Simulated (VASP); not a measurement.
# CoO (Fm-3m) in VASP: notebook

Runs on CoO. Level: PBE. Tasks: single point.

All numbers are computed with VASP 6.6.1; they aren't measurements. Logs are shortened: lines on timing, memory, paths and dates and some standing lists are left out, and cuts for length are marked.

### 1 The cell of the first run

The structure is cubic, space group Fm-3m (No. 225). The conventional cell has a = 4.046 Å, b = 4.046 Å, c = 4.046 Å, α = 90.00°, β = 90.00°, γ = 90.00°. Co (site symmetry m-3m) has 6 O at 2.02 Å within 2.7 Å. O (site symmetry m-3m) has 6 Co at 2.02 Å within 2.7 Å.

### 2 Single point, PBE (volume scaled by 0.960)

File INCAR:

```
PREC     = Accurate       # precision mode
ENCUT    = 520            # plane-wave cutoff, eV
EDIFF    = 1E-7           # SCF threshold, eV
ISMEAR   = 0              # smearing method
SIGMA    = 0.05           # smearing width, eV
LREAL    = False          # projectors in reciprocal space
LASPH    = True           # aspherical terms in the spheres
NELM     = 80             # most SCF steps
ALGO     = Normal         # electronic algorithm
ISIF     = 2              # what is computed and relaxed
LWAVE    = False          # write WAVECAR
LCHARG   = False          # write CHGCAR
GGA      = PE             # functional
NBANDS   = 14             # bands
```

File KPOINTS:

```
Automatic mesh
0
Gamma
  14 14 14
```

File POSCAR:

```
CoO
1.0
    0.0000000000      2.0231768852      2.0231768852
    2.0231768852      0.0000000000      2.0231768852
    2.0231768852      2.0231768852      0.0000000000
Co O
1 1
Direct
    0.0000000000      0.0000000000      0.0000000000
    0.5000000000      0.5000000000      0.5000000000
```

Potentials or basis: VASP PAW PBE potentials, release 64 (Co, O).

Started as:

```console
$ cat potpaw_PBE.64/Co/POTCAR potpaw_PBE.64/O/POTCAR > POTCAR
$ mpirun -np 1 vasp_std > vasp.out
```

OUTCAR:

```text
PREC = Accurate
   ENCUT = 520
   EDIFF = 1E-7
   ISMEAR = 0
   LREAL = False
   LASPH = True
   NELM = 80
   ISIF = 2
   GGA = PE

 ion  position               nearest neighbor table
   1  0.000  0.000  0.000-   2 2.02   2 2.02   2 2.02   2 2.02   2 2.02   2 2.02
   2  0.500  0.500  0.500-   1 2.02   1 2.02   1 2.02   1 2.02   1 2.02   1 2.02

  LATTYP: Found a face centered cubic cell.
 ALAT       =     4.0463537704

  Lattice vectors:

 A1 = (   0.0000000000,   2.0231768852,   2.0231768852)
 A2 = (   2.0231768852,   0.0000000000,   2.0231768852)
 A3 = (   2.0231768852,   2.0231768852,   0.0000000000)

Analysis of symmetry for initial positions (statically):
=====================================================================
 Subroutine PRICEL returns:
 Original cell was already a primitive cell.

 Routine SETGRP: Setting up the symmetry group for a
 face centered cubic supercell.

 Subroutine GETGRP returns: Found 48 space group operations
[... 9 lines left out ...]

 Routine SETGRP: Setting up the symmetry group for a
 face centered cubic supercell.

 Subroutine GETGRP returns: Found 48 space group operations
[... 11 lines left out ...]
                                     Primitive cell

  volume of cell :      16.5627

  direct lattice vectors                    reciprocal lattice vectors
     0.000000000  2.023176885  2.023176885    -0.247136078  0.247136078  0.247136078
     2.023176885  0.000000000  2.023176885     0.247136078 -0.247136078  0.247136078
     2.023176885  2.023176885  0.000000000     0.247136078  0.247136078 -0.247136078

  length of vectors
     2.861204190  2.861204190  2.861204190     0.428052243  0.428052243  0.428052243

  position of ions in fractional coordinates (direct lattice)
     0.000000000  0.000000000  0.000000000
     0.500000000  0.500000000  0.500000000

  ion indices of the primitive-cell ions
   primitive index   ion index
                 1           1
                 2           2

----------------------------------------------------------------------------------------

 KPOINTS: Automatic mesh

Automatic generation of k-mesh.
 Grid dimensions read from file:
 generate k-points for:   14   14   14

 Generating k-lattice:

  Cartesian coordinates                     Fractional coordinates (reciprocal lattice)
    -0.017652577  0.017652577  0.017652577     0.071428571  0.000000000  0.000000000
     0.017652577 -0.017652577  0.017652577     0.000000000  0.071428571  0.000000000
     0.017652577  0.017652577 -0.017652577     0.000000000  0.000000000  0.071428571

  Length of vectors
     0.030575160  0.030575160  0.030575160

  Shift w.r.t. Gamma in fractional coordinates (k-lattice)
     0.000000000  0.000000000  0.000000000

 Subroutine IBZKPT returns following result:
 ===========================================

 Found    104 irreducible k-points:

 Following reciprocal coordinates:
            Coordinates               Weight
  0.000000  0.000000  0.000000      1.000000
  0.071429  0.000000  0.000000      8.000000
  0.142857  0.000000  0.000000      8.000000
  0.214286  0.000000  0.000000      8.000000
  0.285714  0.000000  0.000000      8.000000
  0.357143  0.000000  0.000000      8.000000
[... 16 lines left out ...]
  0.214286  0.142857  0.000000     24.000000
  0.285714  0.142857  0.000000     24.000000
 [... further k-points ...]
   k-points           NKPTS =    104   k-points in BZ     NKDIM =    104   number of bands    NBANDS=     14
   number of dos      NEDOS =    301   number of ions     NIONS =      2
   total plane-waves  NPLWV =  13824
   dimension x,y,z NGX =    24 NGY =   24 NGZ =   24
   dimension x,y,z NGXF=    48 NGYF=   48 NGZF=   48
   ions per type =               1   1
   NGX,Y,Z   is equivalent  to a cutoff of  13.94, 13.94, 13.94 a.u.
   NGXF,Y,Z  is equivalent  to a cutoff of  27.89, 27.89, 27.89 a.u.
 SYSTEM =  unknown system
   PREC   = accura    normal or accurate (medium, high low for compatibility)
   ISTART =      0    job   : 0-new  1-cont  2-samecut
   ICHARG =      2    charge: 1-file 2-atom 10-const
   ISPIN  =      1    spin polarized calculation?
   LNONCOLLINEAR =      F non collinear calculations
   LSORBIT =      F    spin-orbit coupling
   LASPH  =      T    aspherical Exc in radial PAW
   ENCUT  =  520.0 eV  38.22 Ry    6.18 a.u.   5.32  5.32  5.32*2*pi/ulx,y,z
   NELM   =     80;   NELMIN=  2; NELMDL= -5     # of ELM steps
   EDIFF  = 0.1E-06   stopping-criterion for ELM
   LREAL  =      F    real-space projection
   EDIFFG = 0.1E-05   stopping-criterion for IOM
   NSW    =      0    number of steps for IOM
   IBRION =     -1    ionic relax: 0-MD 1-quasi-New 2-CG
   NFREE  =      0    steps in history (QN), initial steepest desc. (CG)
   ISIF   =      2    stress and relaxation
   ISYM   =      2    0-nonsym 1-usesym 2-fastsym
   POTIM  = 0.5000    time-step for ionic-motion
   TEBEG  =    0.0;   TEEND  =   0.0 temperature during run
   PSTRESS=    0.0 pullay stress
   NELECT =      15.0000    total number of electrons
   NUPDOWN=      -1.0000    fix difference up-down
   EMIN   =  10.00;   EMAX   =-10.00  energy-range for DOS
   EFERMI =   0.00;   METHOD = LEGACY
   ISMEAR =     0;   SIGMA  =   0.05  broadening in eV -4-tet -1-fermi 0-gaus
   EFERMI_NEDOS =   21; number of points for ismear=-14 and -15
   IALGO  =     38    algorithm
   IMIX   =      4    mixing-type and parameters
     AMIX     =   0.40;   BMIX     =  1.00
     AMIX_MAG =   1.60;   BMIX_MAG =  1.00
  volume/ion in A,a.u.               =       8.28        55.89
  Fermi-wavevector in a.u.,A,eV,Ry     =   1.583901  2.993139 34.133517  2.508743
  Thomas-Fermi vector in A             =   2.683601
   LORBIT       =      0    0 simple, 1 ext, 2 COOP (PROOUT), +10 PAW based schemes
   GGA     = PE    functional components
   LHFCALC =     F    Hartree Fock is set to
   AEXX    =    0.0000 exact exchange contribution
   IVDW    =     0    specifies the selected vdW correction
   LEPSILON=     F    determine dielectric tensor
   LRPA    =     F    only Hartree local field effects (RPA)
 non-spin polarized calculation
 Gauss-broadening in eV      SIGMA  =   0.05
  energy-cutoff  :      520.00
  volume of cell :       16.56
 maximum number of plane-waves:       459
 NGX is ok and might be reduce to    24
   NGX = 11   NGY = 11   NGZ = 11

 number of electron      15.0000000 magnetization

 Free energy of the ion-electron system (eV)
  ---------------------------------------------------
  ext. energy  EPLUGINS =         0.00000000
  ---------------------------------------------------
  free energy    TOTEN  =       -12.69579420 eV

  energy without entropy =      -12.69352003  energy(sigma->0) =      -12.69465711

 E-fermi :  10.1418     XC(G=0): -13.3307

 val. band max:       10.1415727792   @ k =   0.5000   0.4286   0.0000
 cond. band min:      10.1487862742   @ k =  -0.4286   0.5000   0.0714
 fundamental gap:      0.0072134950
 Fermi energy:        10.1418091472

 k-point     1 :       0.0000    0.0000    0.0000
  band No.  band energies     occupation
      1     -11.7253      2.00000
      2       6.0877      2.00000
      3       6.0877      2.00000
      4       6.0877      2.00000
      5       8.2549      2.00000
      6       8.2549      2.00000
      7       8.2550      2.00000
      8       8.7566      2.00000
      9       8.7567      2.00000
     10      12.2717      0.00000
     11      27.5748      0.00000
     12      29.9945      0.00000
     13      29.9945      0.00000
     14      29.9945      0.00000

 k-point     2 :       0.0714    0.0000    0.0000
  band No.  band energies     occupation
      1     -11.6579      2.00000
      2       5.6444      2.00000
      3       5.8441      2.00000
      4       5.8441      2.00000
      5       8.3273      2.00000
      6       8.3273      2.00000
      7       8.3789      2.00000
      8       9.0138      2.00000
      9       9.0139      2.00000
     10      12.6101      0.00000
     11      26.7595      0.00000
     12      29.8658      0.00000
     13      29.8658      0.00000
     14      30.4639      0.00000

 k-point     3 :       0.1429    0.0000    0.0000
  band No.  band energies     occupation
      1     -11.4645      2.00000
      2       4.6519      2.00000
      3       5.3233      2.00000
      4       5.3233      2.00000
      5       8.4899      2.00000
      6       8.4899      2.00000
      7       8.5995      2.00000
      8       9.6173      2.00000
      9       9.6174      2.00000
     10      13.4378      0.00000
     11      25.2313      0.00000
     12      29.3065      0.00000
     13      29.3065      0.00000
     14      31.1226      0.00000

 k-point     4 :       0.2143    0.0000    0.0000
  band No.  band energies     occupation
      1     -11.1693      2.00000
      2       3.5028      2.00000
      3       4.7664      2.00000
      4       4.7664      2.00000
      5       8.7127      2.00000
      6       8.7127      2.00000
      7       8.8435      2.00000
      8      10.3184      0.00000
      9      10.3185      0.00000
     10      14.4172      0.00000
     11      23.6662      0.00000
     12      28.2364      0.00000
     13      28.2364      0.00000
     14      31.6707      0.00000

 k-point     5 :       0.2857    0.0000    0.0000
  band No.  band energies     occupation
      1     -10.8161      2.00000
      2       2.4043      2.00000
      3       4.2789      2.00000
      4       4.2789      2.00000
      5       8.9650      2.00000
      6       8.9650      2.00000
      7       9.1271      2.00000
      8      10.9816      0.00000
      9      10.9817      0.00000
     10      15.2548      0.00000
     11      22.3681      0.00000
[... 276 lines left out ...]
 k-point    22 :       0.1429    0.1429    0.0000
  band No.  band energies     occupation
      1     -11.3902      2.00000
      2       4.0726      2.00000
      3       5.5386      2.00000
      4       5.5386      2.00000
      5       7.9754      2.00000
      6       8.8583      2.00000
      7       8.9520      2.00000
      8       8.9521      2.00000
      9       9.8358      2.00000
     10      14.0041      0.00000
     11      25.5255      0.00000
     12      28.5931      0.00000
     13      28.5931      0.00000
     14      29.1891      0.00000

 k-point    23 :       0.2143    0.1429    0.0000
  band No.  band energies     occupation
      1     -11.1859      2.00000
      2       3.4208      2.00000
      3       5.1365      2.00000
      4       5.2317      2.00000
      5       7.9681      2.00000
      6       8.9313      2.00000
      7       9.1724      2.00000
      8       9.3577      2.00000
      9      10.2055      0.07142
     10      14.8386      0.00000
     11      24.6197      0.00000
     12      27.1764      0.00000
     13      28.0973      0.00000
     14      29.1033      0.00000

 k-point    24 :       0.2857    0.1429    0.0000
  band No.  band energies     occupation
      1     -10.9034      2.00000
      2       2.7310      2.00000
      3       4.5223      2.00000
      4       4.7956      2.00000
      5       8.1396      2.00000
      6       9.1258      2.00000
      7       9.3706      2.00000
      8       9.8803      2.00000
      9      10.7206      0.00000
     10      15.7083      0.00000
     11      23.3140      0.00000
     12      25.7893      0.00000
     13      27.4466      0.00000
     14      29.9241      0.00000

 [... further k-points ...]

------------------------ aborting loop because EDIFF is reached ----------------------------------------

  FORCE on cell =-STRESS in cart. coord.  units (eV):
  Direction    XX          YY          ZZ          XY          YZ          ZX
  --------------------------------------------------------------------------------------
  -------------------------------------------------------------------------------------
  Total        1.0633149      1.0633149      1.0633149      0.0000000      0.0000000      0.0000000
  in kB      102.8586790    102.8586790    102.8586790      0.0000000      0.0000000      0.0000000
  external PRESSURE =     102.8586790 kB  Pullay stress =       0.0000000 kB

 VOLUME and BASIS-vectors are now :
 -----------------------------------------------------------------------------
  energy-cutoff  :      520.00
  volume of cell :       16.56
      direct lattice vectors                 reciprocal lattice vectors
     0.000000000  2.023176885  2.023176885    -0.247136078  0.247136078  0.247136078
     2.023176885  0.000000000  2.023176885     0.247136078 -0.247136078  0.247136078
     2.023176885  2.023176885  0.000000000     0.247136078  0.247136078 -0.247136078

 POSITION                                       TOTAL-FORCE (eV/Angst)
 -----------------------------------------------------------------------------------
      0.00000      0.00000      0.00000        -0.000000     -0.000000     -0.000000
      2.02318      2.02318      2.02318         0.000000      0.000000      0.000000
 -----------------------------------------------------------------------------------
    total drift:                                0.000000     -0.000000     -0.000000

  FREE ENERGIE OF THE ION-ELECTRON SYSTEM (eV)
  ---------------------------------------------------
  free  energy   TOTEN  =       -12.6957942000 eV

  energy  without entropy=      -12.6935200261  energy(sigma->0) =      -12.69465711
```

It took 16 s on 1 thread of Intel Xeon Platinum 8488C (Sapphire Rapids), shared host; peak memory 0.16 GiB.

What came out:

```
Free energy : -12.6958 eV
Pressure    : 10.3 GPa
```

Caveat: an odd number of electrons without spin polarisation forces a metal; a magnetic or distorted state may lie lower; the run has no spin polarisation, though such a crystal can be magnetic; semilocal functionals often make such compounds metallic where correlation or magnetic order opens a gap, which also shifts bond lengths.

[end of part 1 of 2]
